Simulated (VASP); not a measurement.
Crystal: SrCl2.

```
Sr Cl
1.0
     0.00000    3.48835    3.48835
     3.48835    0.00000    3.48835
     3.48835    3.48835    0.00000
Sr Cl
1 2
Direct
  0.00000 0.00000 0.00000
  0.75000 0.75000 0.75000
  0.25000 0.25000 0.25000
```

| Item | Value |
| --- | --- |
| Program | VASP 6.6.1 |
| Task | relaxation of cell and atoms |
| Functional | PBEsol |
| Dispersion | D4 |
| Potentials or basis | VASP PAW PBE potentials, release 64 (Sr_sv, Cl) |
| Cutoff | 600 eV |
| k mesh | 7 × 7 × 7 |
| Occupations | fermi-dirac, width 0.05 eV |
| Spin | no spin polarisation |

At the start: pressure -1.6 GPa; volume 28.30 Å³/atom.

Problem. How do energy, volume and symmetry change on relaxing?

Solution. Over 3 steps the energy falls by 6.1 meV/atom and the volume is 27.10 Å³/atom (-4.2 %); space group Fm-3m (No. 225, to 0.05 Å).

Step by step:
```csv
step,energy change (eV),largest force (eV/Å),pressure (GPa),volume (Å³)
1,0.0000,0.0000,-1.57,84.90
2,-0.0183,0.0000,-0.12,81.53
3,-0.0184,0.0000,0.00,81.30
```

Final structure:
```
CELL_PARAMETERS angstrom
0.00000 3.43835 3.43835
3.43835 0.00000 3.43835
3.43835 3.43835 0.00000
ATOMIC_POSITIONS crystal
Sr 0.00000 0.00000 0.00000
Cl 0.75000 0.75000 0.75000
Cl 0.25000 0.25000 0.25000
```

Caveat: the PAW data sets were made with another functional, which shifts forces and pressure a little.
